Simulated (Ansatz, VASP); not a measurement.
# InSb2: VASP beside Ansatz

```
CELL_PARAMETERS angstrom
5.51560 0.00000 0.00000
-2.75780 4.77665 0.00000
0.00000 0.00000 3.23631
ATOMIC_POSITIONS crystal
In 0.00000 0.00000 0.00000
Sb 0.66667 0.33333 0.50000
Sb 0.33333 0.66667 0.50000
```

Change from the starting cell: species swapped into the HoCd2 type (P6/mmm, No. 191).

Alike in both runs: functional PBE; k mesh 12 × 12 × 12; occupations gaussian, width 0.1 eV; no spin polarisation.

Ansatz relaxed the structure, and its values are those at the end. VASP's run is a single point on that final structure, the one shown.

|  | VASP | Ansatz |
| --- | --- | --- |
| version | VASP 6.6.1 | Ansatz 0.2.0 |
| potentials or method | VASP PAW PBE potentials, release 64 (In_d, Sb), cutoff 520 eV | scalar-relativistic, plane waves, PAW |
| valence electrons in the cell | 23 | 43 |

```csv
,VASP,Ansatz,Ansatz less VASP
gap on the k mesh at the Fermi level (eV),none,none,-
pressure (GPa),-0.1,0.0,+0.06
```

A gap of «none» marks a metal or a gap that the smearing closes. With one functional, cell and mesh, what is left measures potentials, basis and numerics. VASP's potentials hold 23 valence electrons a cell and Ansatz's 43, so a difference there can come from the potentials and not from the codes.

Neither program's run includes spin-orbit coupling.
